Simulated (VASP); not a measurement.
# Mo: single point with PBE

Crystal: Mo.

```
Mo
1.0
    -1.56532    1.56532    1.56532
     1.56532   -1.56532    1.56532
     1.56532    1.56532   -1.56532
Mo
1
Direct
  0.00000 0.00000 0.00000
```

```json
{
  "Program": "VASP 6.6.1",
  "Task": "single point",
  "Functional": "PBE",
  "Potentials or basis": "VASP PAW PBE potentials, release 64 (Mo_sv)",
  "Cutoff": "520 eV",
  "k mesh": "8 × 8 × 8",
  "Occupations": "fermi-dirac, width 0.1 eV",
  "Spin": "collinear spin, ferromagnetic start",
  "Starting moments": "[2.0] μB",
  "Dipole correction": "no",
  "Further INCAR settings": "ALGO = Normal; EDIFF = 1e-06; NBANDS = 17"
}
```

```json
{
 "Pressure": "8.8 GPa",
 "Band gap on the k mesh": "zero (filled and empty bands overlap)",
 "Net moment": "0.00 μB per cell",
 "Valence electrons inside the program's atomic spheres": "Mo 12.54"
}
```

Levels at points of the mesh, in eV from the Fermi level:
Spin up:
```tsv
k point	band 3	band 4	band 5	band 6	band 7	band 8	band 9	band 10	band 11	band 12
(0.00, 0.00, 0.00)	-34.41	-34.41	-7.20	-1.30	-1.30	-1.30	1.79	1.79	14.95	14.95
(0.50, 0.00, 0.00)	-34.88	-34.42	-5.34	-3.40	1.79	1.83	2.48	4.97	12.03	12.09
(0.50, 0.50, 0.50)	-35.43	-35.43	-5.49	-5.49	4.19	4.19	4.19	9.30	9.30	9.30
```
Spin down:
| k point | band 4 | band 5 | band 6 | band 7 | band 8 | band 9 | band 10 | band 11 |
| --- | --- | --- | --- | --- | --- | --- | --- | --- |
| (0.00, 0.00, 0.00) | -34.41 | -7.20 | -1.30 | -1.30 | -1.30 | 1.79 | 1.79 | 14.95 |
| (0.50, 0.00, 0.00) | -34.42 | -5.34 | -3.40 | 1.79 | 1.83 | 2.48 | 4.97 | 12.04 |
| (0.50, 0.50, 0.50) | -35.43 | -5.49 | -5.49 | 4.19 | 4.19 | 4.19 | 9.31 | 9.31 |

Wall time 9.4 s on 1 thread of Intel Xeon 6975P-C, on a shared host, peak memory 0.14 GiB.
